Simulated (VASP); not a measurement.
# FeSi16 (a cell with a defect) in VASP: further runs

The runs below take FeSi16 (a cell with a defect) through single point, with PBEsol.

Everything below comes from runs of VASP 6.6.1. Logs are shortened: lines on timing, memory, paths and dates and some standing lists are left out, and cuts for length are marked.

## (1) The cell of the first run

The cell holds a defect, 17 atoms: a = 7.679 Å, b = 7.679 Å, c = 7.679 Å, α = 60.00°, β = 60.00°, γ = 60.00°.

## (2) Single point, PBEsol, collinear spin, ferromagnetic start

The input, INCAR:

```
PREC = Accurate ; ENCUT = 520
EDIFF = 1E-6 ; ISMEAR = 0
SIGMA = 0.02 ; LREAL = Auto
LASPH = True ; NELM = 150
ALGO = Normal ; ISIF = 2
LWAVE = False ; LCHARG = False
ISPIN = 2 ; MAGMOM = 0 0 0 0 0 0 0 0 0 0 0 0 0 0 0 0 2.5
LORBIT = 11 ; LMAXMIX = 4
GGA = PS ; NBANDS = 54
```

The input, KPOINTS:

```
regular mesh
0
Gamma
  2 2 2
```

The input, POSCAR:

```
FeSi16
1.0
    0.0000000000      5.4300000000      5.4300000000
    5.4300000000      0.0000000000      5.4300000000
    5.4300000000      5.4300000000      0.0000000000
Si Fe
16 1
Direct
   -0.0022679312      0.0014360378      0.0013787231
    0.1250235955      0.1249252407      0.1249748921
    0.0018448896     -0.0040703637      0.5018525312
    0.1261167616      0.1225147242      0.6261157103
    0.0017634088      0.5018073513     -0.0038569214
    0.1261545143      0.6261466276      0.1225321743
   -0.0007924653      0.4992433102      0.4992147983
    0.1233619996      0.6231392797      0.6233197742
    0.5006022327      0.0006454007      0.0006105095
    0.6247918739      0.1247594253      0.1247860227
    0.5013727311      0.0014438759      0.4977275754
    0.6249781406      0.1249122327      0.6250273417
    0.5014057935      0.4977069790      0.0014196546
    0.6249302153      0.6250421005      0.1249191636
    0.4961920113      0.5017880984      0.5017537051
    0.6225354290      0.6261556869      0.6261622323
    0.8735624997      0.3732414929      0.3735041131
```

Potentials or basis: VASP PAW PBE potentials, release 64 (Si, Fe).

Launch:

```
$ cat potpaw_PBE.64/Si/POTCAR potpaw_PBE.64/Fe/POTCAR > POTCAR
$ mpirun -np 1 vasp_std > vasp.out
```

OUTCAR:

```text
PREC = Accurate
   ENCUT = 520
   EDIFF = 1E-6
   ISMEAR = 0
   LREAL = Auto
   LASPH = True
   NELM = 150
   ISIF = 2
   ISPIN = 2
   LORBIT = 11
   GGA = PS

 ion  position               nearest neighbor table
   1  0.998  0.001  0.001-  10 2.34   2 2.35   4 2.35   6 2.35
   2  0.125  0.125  0.125-   1 2.35   9 2.35   3 2.36   5 2.36  17 2.70
   3  0.002  0.996  0.502-   8 2.34   4 2.35  12 2.36   2 2.36  17 2.37
   4  0.126  0.123  0.626-   3 2.35  11 2.35   1 2.35   7 2.36  17 2.74
   5  0.002  0.502  0.996-   8 2.34   6 2.35  14 2.36   2 2.36  17 2.37
   6  0.126  0.626  0.123-   5 2.35  13 2.35   1 2.35   7 2.36  17 2.74
   7  0.999  0.499  0.499-   8 2.33  16 2.36   6 2.36   4 2.36  17 2.37
   8  0.123  0.623  0.623-   7 2.33   3 2.34   5 2.34  15 2.34
   9  0.501  0.001  0.001-  10 2.34   2 2.35  12 2.35  14 2.36
  10  0.625  0.125  0.125-   9 2.34   1 2.34  11 2.34  13 2.34
  11  0.501  0.001  0.498-  10 2.34  12 2.35   4 2.35  16 2.35
  12  0.625  0.125  0.625-  11 2.35   9 2.35   3 2.36  15 2.36  17 2.70
  13  0.501  0.498  0.001-  10 2.34  14 2.35   6 2.35  16 2.35
  14  0.625  0.625  0.125-  13 2.35   9 2.36   5 2.36  15 2.36  17 2.70
  15  0.496  0.502  0.502-   8 2.34  16 2.35  14 2.36  12 2.36  17 2.37
  16  0.623  0.626  0.626-  15 2.35  13 2.35  11 2.35   7 2.36  17 2.75
  17  0.874  0.373  0.374-   3 2.37   7 2.37   5 2.37  15 2.37   2 2.70  12 2.70  14 2.70   4 2.74
                             6 2.74  16 2.75

  LATTYP: Found a face centered cubic cell.
 ALAT       =    10.8600000000

  Lattice vectors:

 A1 = (   0.0000000000,   5.4300000000,   5.4300000000)
 A2 = (   5.4300000000,   0.0000000000,   5.4300000000)
 A3 = (   5.4300000000,   5.4300000000,   0.0000000000)

Analysis of symmetry for initial positions (statically):
=====================================================================
 Subroutine PRICEL returns:
 Original cell was already a primitive cell.

 Routine SETGRP: Setting up the symmetry group for a
 face centered cubic supercell.

 Subroutine GETGRP returns: Found  1 space group operations
 (whereof  1 operations were pure point group operations)
 out of a pool of 48 trial point group operations.

The static configuration has the point symmetry C_1 .

Analysis of symmetry for dynamics (positions and initial velocities):
=====================================================================
 Subroutine PRICEL returns:
 Original cell was already a primitive cell.

 Routine SETGRP: Setting up the symmetry group for a
 face centered cubic supercell.

 Subroutine GETGRP returns: Found  1 space group operations
 (whereof  1 operations were pure point group operations)
 out of a pool of 48 trial point group operations.

The dynamic configuration has the point symmetry C_1 .

Analysis of structural, dynamic, and magnetic symmetry:
=====================================================================
 Subroutine PRICEL returns:
 Original cell was already a primitive cell.

 Routine SETGRP: Setting up the symmetry group for a
 face centered cubic supercell.

 Subroutine GETGRP returns: Found  1 space group operations
 (whereof  1 operations were pure point group operations)
 out of a pool of 48 trial point group operations.

The overall configuration has the point symmetry C_1 .

 Subroutine INISYM returns: Found  1 space group operations
 (whereof  1 operations are pure point group operations),
 and found     1 'primitive' translations

----------------------------------------------------------------------------------------

                                     Primitive cell

  volume of cell :     320.2060

  direct lattice vectors                    reciprocal lattice vectors
     0.000000000  5.430000000  5.430000000    -0.092081031  0.092081031  0.092081031
     5.430000000  0.000000000  5.430000000     0.092081031 -0.092081031  0.092081031
     5.430000000  5.430000000  0.000000000     0.092081031  0.092081031 -0.092081031

[... 71 lines left out ...]
  0.500000  0.000000  0.000000      1.000000
  0.000000  0.500000  0.000000      1.000000
  0.000000  0.000000  0.500000      1.000000
  0.500000  0.500000  0.500000      1.000000
  0.500000  0.500000  0.000000      1.000000
  0.000000  0.500000  0.500000      1.000000
  0.500000  0.000000  0.500000      1.000000
   k-points           NKPTS =      8   k-points in BZ     NKDIM =      8   number of bands    NBANDS=     54
   number of dos      NEDOS =    301   number of ions     NIONS =     17
   total plane-waves  NPLWV = 216000
   dimension x,y,z NGX =    60 NGY =   60 NGZ =   60
   dimension x,y,z NGXF=   120 NGYF=  120 NGZF=  120
   ions per type =              16   1
   NGX,Y,Z   is equivalent  to a cutoff of  12.99, 12.99, 12.99 a.u.
   NGXF,Y,Z  is equivalent  to a cutoff of  25.98, 25.98, 25.98 a.u.
 SYSTEM =  unknown system
   PREC   = accura    normal or accurate (medium, high low for compatibility)
   ISTART =      0    job   : 0-new  1-cont  2-samecut
   ICHARG =      2    charge: 1-file 2-atom 10-const
   ISPIN  =      2    spin polarized calculation?
   LNONCOLLINEAR =      F non collinear calculations
   LSORBIT =      F    spin-orbit coupling
   LASPH  =      T    aspherical Exc in radial PAW
   ENCUT  =  520.0 eV  38.22 Ry    6.18 a.u.  14.28 14.28 14.28*2*pi/ulx,y,z
   NELM   =    150;   NELMIN=  2; NELMDL= -5     # of ELM steps
   EDIFF  = 0.1E-05   stopping-criterion for ELM
   LREAL  =      T    real-space projection
   EDIFFG = 0.1E-04   stopping-criterion for IOM
   NSW    =      0    number of steps for IOM
[... 5 lines left out ...]
   TEBEG  =    0.0;   TEEND  =   0.0 temperature during run
   PSTRESS=    0.0 pullay stress
   NELECT =      72.0000    total number of electrons
   NUPDOWN=      -1.0000    fix difference up-down
   EMIN   =  10.00;   EMAX   =-10.00  energy-range for DOS
   EFERMI =   0.00;   METHOD = LEGACY
   ISMEAR =     0;   SIGMA  =   0.02  broadening in eV -4-tet -1-fermi 0-gaus
   EFERMI_NEDOS =   21; number of points for ismear=-14 and -15
   IALGO  =     38    algorithm
   IMIX   =      4    mixing-type and parameters
     AMIX     =   0.40;   BMIX     =  1.00
     AMIX_MAG =   1.60;   BMIX_MAG =  1.00
  volume/ion in A,a.u.               =      18.84       127.11
  Fermi-wavevector in a.u.,A,eV,Ry     =   0.995503  1.881228 13.483726  0.991026
  Thomas-Fermi vector in A             =   2.127527
   LORBIT       =     11    0 simple, 1 ext, 2 COOP (PROOUT), +10 PAW based schemes
   GGA     = PS    functional components
   LHFCALC =     F    Hartree Fock is set to
   AEXX    =    0.0000 exact exchange contribution
   IVDW    =     0    specifies the selected vdW correction
   LEPSILON=     F    determine dielectric tensor
   LRPA    =     F    only Hartree local field effects (RPA)
 spin polarized calculation
 Gauss-broadening in eV      SIGMA  =   0.02
  energy-cutoff  :      520.00
  volume of cell :      320.21
 maximum number of plane-waves:      8646
 NGX is ok and might be reduce to    60
   NGX = 29   NGY = 29   NGZ = 29

 number of electron      72.0000001 magnetization       1.4982807

 Free energy of the ion-electron system (eV)
  ---------------------------------------------------
  ext. energy  EPLUGINS =         0.00000000
  ---------------------------------------------------
  free energy    TOTEN  =       -98.31620132 eV

  energy without entropy =      -98.31606426  energy(sigma->0) =      -98.31613279

 E-fermi :   6.2338     XC(G=0):  -9.8278

 val. band max:        6.1991424427   @ k =   0.0000   0.0000   0.0000
 cond. band min:       6.2677489231   @ k =   0.0000   0.0000   0.0000
 fundamental gap:      0.0686064805
 Fermi energy:         6.2338369984

 spin component 1

 k-point     1 :       0.0000    0.0000    0.0000
  band No.  band energies     occupation
      1      -6.0986      1.00000
      2      -3.7249      1.00000
      3      -3.7247      1.00000
      4      -3.7159      1.00000
      5      -3.6867      1.00000
      6      -2.0586      1.00000
[... 397 lines left out ...]
     47      10.2333      0.00000
     48      10.2758      0.00000
 Fermi energy:         6.2338369984

 spin component 2

 k-point     1 :       0.0000    0.0000    0.0000
  band No.  band energies     occupation
      1      -6.0595      1.00000
      2      -3.6866      1.00000
      3      -3.6863      1.00000
      4      -3.6738      1.00000
      5      -3.6529      1.00000
      6      -2.0277      1.00000
[... 397 lines left out ...]
     47      10.3167      0.00000
     48      10.3167      0.00000
 [bands above 48 left out]

------------------------ aborting loop because EDIFF is reached ----------------------------------------

  FORCE on cell =-STRESS in cart. coord.  units (eV):
  Direction    XX          YY          ZZ          XY          YZ          ZX
  --------------------------------------------------------------------------------------
  -------------------------------------------------------------------------------------
  Total       -0.5355426     -0.5294138     -0.5345242      0.2355234      0.2374531      0.2283095
  in kB       -2.6796317     -2.6489660     -2.6745363      1.1784610      1.1881163      1.1423653
  external PRESSURE =      -2.6677113 kB  Pullay stress =       0.0000000 kB

 VOLUME and BASIS-vectors are now :
 -----------------------------------------------------------------------------
  energy-cutoff  :      520.00
  volume of cell :      320.21
      direct lattice vectors                 reciprocal lattice vectors
     0.000000000  5.430000000  5.430000000    -0.092081031  0.092081031  0.092081031
     5.430000000  0.000000000  5.430000000     0.092081031 -0.092081031  0.092081031
     5.430000000  5.430000000  0.000000000     0.092081031  0.092081031 -0.092081031

 POSITION                                       TOTAL-FORCE (eV/Angst)
 -----------------------------------------------------------------------------------
      0.01528      5.42517      5.42548         0.035773     -0.047765     -0.047223
      1.35696      1.35749      1.35722         0.181495      0.001425     -0.001456
      8.13296      2.73508      5.41792        -0.027107      0.024348     -0.027166
      4.06506      4.08462      1.35007        -0.014423     -0.160484     -0.014418
      8.13387      5.41863      2.73439        -0.027093     -0.028172      0.025844
      4.06533      1.35037      4.08500        -0.013873     -0.014038     -0.160032
[... 9 lines left out ...]
      6.80009      6.78043      6.78039        -0.159923     -0.013944     -0.013792
      4.05483      6.77157      6.77015         0.008340      0.006369      0.007947
 -----------------------------------------------------------------------------------
    total drift:                                0.004096      0.003231      0.003907

  FREE ENERGIE OF THE ION-ELECTRON SYSTEM (eV)
  ---------------------------------------------------
  free  energy   TOTEN  =       -98.3162013225 eV

  energy  without entropy=      -98.3160642637  energy(sigma->0) =      -98.31613279

 total charge

# of ion       s       p       d       tot
------------------------------------------
    1        0.745   0.940   0.000   1.685
    2        0.736   0.943   0.000   1.678
    3        0.736   0.952   0.000   1.689
    4        0.737   0.942   0.000   1.679
    5        0.736   0.952   0.000   1.689
    6        0.737   0.942   0.000   1.679
[... 9 lines left out ...]
   16        0.737   0.942   0.000   1.679
   17        0.381   0.419   6.570   7.370
--------------------------------------------------
tot         12.229  15.519   6.570  34.318

 magnetization (x)

# of ion       s       p       d       tot
------------------------------------------
    1        0.000   0.004   0.000   0.005
    2        0.001   0.009   0.000   0.010
    3        0.001   0.031   0.000   0.032
    4        0.000   0.008   0.000   0.008
    5        0.001   0.031   0.000   0.032
    6        0.000   0.008   0.000   0.008
[... 9 lines left out ...]
   16        0.000   0.008   0.000   0.008
   17        0.002   0.006   0.953   0.961
--------------------------------------------------
tot          0.007   0.195   0.953   1.155
```

It took 32 min on 1 thread of Intel Xeon 8259CL, shared host; peak memory 0.69 GiB.

Results:

| Quantity | Value |
| --- | --- |
| Free energy | -98.3162 eV |
| Pressure | -0.3 GPa |
| Largest force | 0.182 eV/Å |
| Net moment | 1.50 μB per cell |
| Site moments | Si +0.01, +0.03, -0.01, +0.00 (each value once); Fe +0.96 μB |
| Valence electrons inside the program's atomic spheres | Si 1.69, 1.68, 1.70 (each value once); Fe 7.37 |

Forces in eV/Å, atoms in the order of the input:
```
Si   0.036 -0.048 -0.047
Si   0.181  0.001 -0.001
Si  -0.027  0.024 -0.027
Si  -0.014 -0.160 -0.014
Si  -0.027 -0.028  0.026
Si  -0.014 -0.014 -0.160
Si   0.060  0.060  0.060
Si  -0.019 -0.016 -0.018
Si   0.042  0.042  0.042
Si   0.004  0.004  0.004
Si  -0.047 -0.048  0.036
Si  -0.002  0.002  0.181
Si  -0.048  0.036 -0.048
Si   0.000  0.180  0.001
Si   0.026 -0.028 -0.028
Si  -0.160 -0.014 -0.014
Fe   0.008  0.006  0.008
```

Caveat: the k points lie up to 0.50 Å⁻¹ apart; the PAW data sets were made with another functional, which shifts forces and pressure a little.

## (3) Single point, PBEsol, collinear spin, ferromagnetic start

The input, INCAR:

```
ALGO = Normal
EDIFF = 1E-6
ENCUT = 520
GGA = PS
ISIF = 2
ISMEAR = 0
ISPIN = 2
LASPH = T
LCHARG = T
LELF = T
LMAXMIX = 4
LORBIT = 11
LREAL = Auto
LVHAR = T
LWAVE = F
MAGMOM = 0 0 0 0 0 0 0 0 0 0 0 0 0 0 0 0 2.5
NBANDS = 54
NELM = 150
PREC = Accurate
SIGMA = 0.02
```

The input, KPOINTS:

```
k-points
0
Gamma
  2 2 2
```

The input, POSCAR:

```
FeSi16
1.0
    0.0000000000      5.4300000000      5.4300000000
    5.4300000000      0.0000000000      5.4300000000
    5.4300000000      5.4300000000      0.0000000000
Si Fe
16 1
Direct
    0.0056000141     -0.0047111206     -0.0046325387
    0.1213964133      0.1241323309      0.1239972880
   -0.0017349876      0.0003944807      0.4988127263
    0.1246974283      0.1269060899      0.6235062957
   -0.0018002023      0.4988533331      0.0003649592
    0.1247204571      0.6234992866      0.1268432359
   -0.0026386828      0.5024325835      0.5025397665
    0.1266992662      0.6254410188      0.6254783608
    0.4990081835      0.0012978608      0.0013599676
    0.6319435717      0.1235050704      0.1233321707
    0.5029011247      0.0004644363      0.4978696388
    0.6228818826      0.1275216218      0.6262393801
    0.5029088385      0.4980036480      0.0004345436
    0.6227366411      0.6260374818      0.1280740593
    0.4995166681      0.5001334652      0.5007203758
    0.6221441167      0.6255280867      0.6255451096
    1.2531198968      0.2471854764      0.2474186809
```

Potentials or basis: VASP PAW PBE potentials, release 64 (Si, Fe).

Launch:

```
$ cat potpaw_PBE.64/Si/POTCAR potpaw_PBE.64/Fe/POTCAR > POTCAR
$ mpirun -np 1 vasp_std > vasp.out
```

Run time: 34 min. Hardware: 1 thread of Intel Xeon 8259CL, shared host; peak memory 0.68 GiB.

Results (log left out):

```yaml
Free_energy: -98.3172 eV
Pressure: -0.3 GPa
Largest_force: 0.170 eV/Å
Net_moment: 1.47 μB per cell
Site_moments: Si -0.00, +0.03, +0.01, +0.00 (each value once); Fe +0.96 μB
Valence_electrons_inside_the_program's_atomic_spheres: Si 1.68, 1.69, 1.70 (each value once); Fe 7.37
```

Forces on the atoms (eV/Å):
```
Si   0.028 -0.010 -0.005
Si  -0.062 -0.038 -0.043
Si  -0.014  0.037  0.160
Si   0.038  0.053 -0.041
Si  -0.006  0.159  0.033
Si   0.037 -0.032  0.045
Si  -0.162  0.000  0.007
Si  -0.026  0.039  0.042
Si   0.170  0.002 -0.011
Si  -0.069  0.046  0.045
Si   0.003 -0.158 -0.046
Si   0.059 -0.051  0.050
Si   0.009 -0.039 -0.158
Si   0.056  0.043 -0.045
Si  -0.009 -0.003  0.005
Si  -0.029 -0.048 -0.046
Fe  -0.022 -0.001  0.007
```

Stress tensor (GPa, compression positive):
```
-0.27  0.01  0.02
 0.01 -0.27 -0.28
 0.02 -0.28 -0.27
```

Levels at points of the mesh, in eV from the Fermi level:
Spin up:
```
           k point  band 35  band 36  band 37  band 38  band 39  band 40
(0.00, 0.00, 0.00)    -0.07    -0.05    -0.04    -0.02     0.59     0.60
(0.50, 0.00, 0.00)    -0.61    -0.12    -0.08     0.75     1.26     1.27
(0.00, 0.50, 0.00)    -0.60    -0.14    -0.07     0.79     1.22     1.30
(0.00, 0.00, 0.50)    -0.60    -0.14    -0.07     0.79     1.21     1.30
(0.50, 0.50, 0.50)    -0.61    -0.13    -0.07     0.76     1.25     1.27
(0.50, 0.50, 0.00)    -0.60    -0.59     0.11     0.80     1.29     2.02
(0.00, 0.50, 0.50)    -0.62    -0.56     0.11     0.80     1.29     2.01
(0.50, 0.00, 0.50)    -0.60    -0.59     0.11     0.80     1.29     2.02
```
Spin down:
```
           k point  band 31  band 32  band 33  band 34  band 35  band 36  band 37  band 38  band 39  band 40
(0.00, 0.00, 0.00)    -0.83    -0.83    -0.13    -0.08     0.02     0.07     0.28     0.29     0.95     0.97
(0.50, 0.00, 0.00)    -1.05    -1.04    -0.72    -0.22    -0.17     0.40     0.44     0.82     1.33     1.34
(0.00, 0.50, 0.00)    -1.04    -1.03    -0.76    -0.20    -0.14     0.38     0.44     0.87     1.29     1.37
(0.00, 0.00, 0.50)    -1.04    -1.03    -0.76    -0.20    -0.14     0.38     0.44     0.87     1.29     1.37
(0.50, 0.50, 0.50)    -1.05    -1.04    -0.72    -0.23    -0.17     0.39     0.44     0.83     1.32     1.34
(0.50, 0.50, 0.00)    -1.63    -1.48    -0.95    -0.18    -0.14    -0.13     0.90     0.95     1.45     2.05
(0.00, 0.50, 0.50)    -1.62    -1.49    -0.96    -0.18    -0.17    -0.11     0.91     0.95     1.45     2.03
(0.50, 0.00, 0.50)    -1.63    -1.48    -0.95    -0.18    -0.15    -0.13     0.90     0.95     1.45     2.05
```

Caveat: the k points lie up to 0.50 Å⁻¹ apart; the PAW data sets were made with another functional, which shifts forces and pressure a little.
